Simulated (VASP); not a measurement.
Input of a VASP 6.6.1 run:

The input INCAR:

```
SYSTEM = In
PREC = Accurate ; ENCUT = 600
EDIFF = 1E-6 ; ISMEAR = 0
SIGMA = 0.1 ; LREAL = .FALSE.
LASPH = .TRUE. ; NELM = 60
ALGO = Fast ; ISIF = 3
LWAVE = .FALSE. ; LCHARG = .FALSE.
GGA = PE ; IVDW = 12
IBRION = 2 ; NSW = 100
EDIFFG = -0.005
```

The input KPOINTS:

```
Automatic mesh
0
G
  18 18 18
  0 0 0
```

POSCAR

```
In
1.0
   -1.6947072674      1.6947072674      2.2973723912
    1.6947072674     -1.6947072674      2.2973723912
    1.6947072674      1.6947072674     -2.2973723912
In
1
Direct
    0.0000000000      0.0000000000      0.0000000000
```

Potentials or basis: VASP PAW PBE potentials, release 64 (In_d).

The run is started by

```bash
$ cat potpaw_PBE.64/In_d/POTCAR > POTCAR
$ mpirun -np 1 vasp_std > vasp.out
```

Task: What does it give for the relaxed cell?

Result: a = 3.330 Å, b = 3.330 Å, c = 3.330 Å, α = 120.02°, β = 120.02°, γ = 89.97°.

Task: Predict the band gap on the k mesh.

Result: Zero (an odd number of electrons rules out a gap without spin polarisation).

Task: Predict the dispersion energy per atom.

Result: -0.339 eV.

Final structure:
```xyz
1
Lattice="-1.6648 1.6648 2.3556 1.6648 -1.6648 2.3556 1.6648 1.6648 -2.3556" Properties=species:S:1:pos:R:3 pbc="T T T"
In   -1.6648    1.6648    2.3556
```

Caveat: spin-orbit coupling is left out, which moves the levels of the heavy elements.
